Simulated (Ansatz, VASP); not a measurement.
**Sb2Au: VASP beside Ansatz**

```
Sb Au
1.0
     0.00000    3.32800    3.32800
     3.32800    0.00000    3.32800
     3.32800    3.32800    0.00000
Sb Au
2 1
Direct
  0.25000 0.25000 0.25000
  0.75000 0.75000 0.75000
  0.00000 0.00000 0.00000
```

Alike in both runs: task single point; functional LDA; k mesh 9 × 9 × 9; occupations fermi-dirac, width 0.08 eV; no spin polarisation.

|  | VASP | Ansatz |
| --- | --- | --- |
| version | VASP 6.6.1 | Ansatz 0.2.0 |
| potentials or method | VASP PAW LDA potentials, release 64 (Sb, Au), cutoff 520 eV | all-electron LAPW, scalar-relativistic |

Ansatz gave:

| Item | Value |
| --- | --- |
| pressure (GPa) | 3.0 |

Problem. What did VASP give for the same quantities?

Solution. Pressure (GPa): 3.2.

LDA's correlation is that of Perdew and Zunger in VASP and of Perdew and Wang (1992) in Ansatz. Ansatz ran all-electron here, and VASP with PAW potentials.

Neither program's run includes spin-orbit coupling.
